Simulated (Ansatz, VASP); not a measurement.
## TiN in VASP and in Ansatz

File INCAR:

```
  ALGO = Normal
  EDIFF = 1E-6
  EDIFFG = -0.001
  ENCUT = 600
  GGA = CA
  IBRION = 2
  ISIF = 3
  ISMEAR = -1
  LASPH = T
  LCHARG = F
  LREAL = F
  LWAVE = F
  NELM = 100
  NSW = 80
  PREC = Accurate
  SIGMA = 0.15
```

KPOINTS

```
k-points
0
Gamma
  18 18 18
```

File POSCAR:

```
TiN
1.0
    0.0000000000      2.0857264481      2.0857264481
    2.0857264481      0.0000000000      2.0857264481
    2.0857264481      2.0857264481      0.0000000000
Ti N
1 1
Direct
    0.0000000000      0.0000000000      0.0000000000
    0.5000000000      0.5000000000      0.5000000000
```

Input for Ansatz:

```yaml
crystal:
  lattice:
    - [0.0, 2.0857264481, 2.0857264481]
    - [2.0857264481, 0.0, 2.0857264481]
    - [2.0857264481, 2.0857264481, 0.0]
  atoms:
    - { symbol: Ti, position: [0.0, 0.0, 0.0] }
    - { symbol: "N", position: [0.5, 0.5, 0.5] }
basis:
  ecutwfc: 420
kpoints:
  mp_grid: { grid: [18, 18, 18] }
hamiltonian:
  xc: lda
scf:
  occupations: { method: fermi_dirac, width: 0.15 }
output:
  forces: true
  stress: true
  eigenvalues: true
relax:
  adjacent_minimum: "off"
  f_tol: 0.001
  max_steps: 60
  cell: { stress_tol: 0.01 }
```

Alike in both runs: task relaxation of cell and atoms; functional LDA; k mesh 18 × 18 × 18; occupations fermi-dirac, width 0.15 eV; no spin polarisation.

|  | VASP | Ansatz |
| --- | --- | --- |
| version | VASP 6.6.1 | Ansatz 0.2.0 |
| potentials or method | VASP PAW LDA potentials, release 64 (Ti_sv, N), cutoff 600 eV | scalar-relativistic, plane waves, PAW |
| valence electrons in the cell | 17 | 17 |

```tsv
	VASP	Ansatz	Ansatz less VASP
gap on the k mesh at the Fermi level, each at its own relaxed structure (eV)	none	none	-
relaxed volume (Å³/atom)	9.11	9.08	-0.029
relaxed cell length with the largest relative difference (Å)	2.954	2.951	-0.0031
```

LDA's correlation is that of Perdew and Zunger in VASP and of Perdew and Wang (1992) in Ansatz. A gap of «none» marks a metal or a gap that the smearing closes.
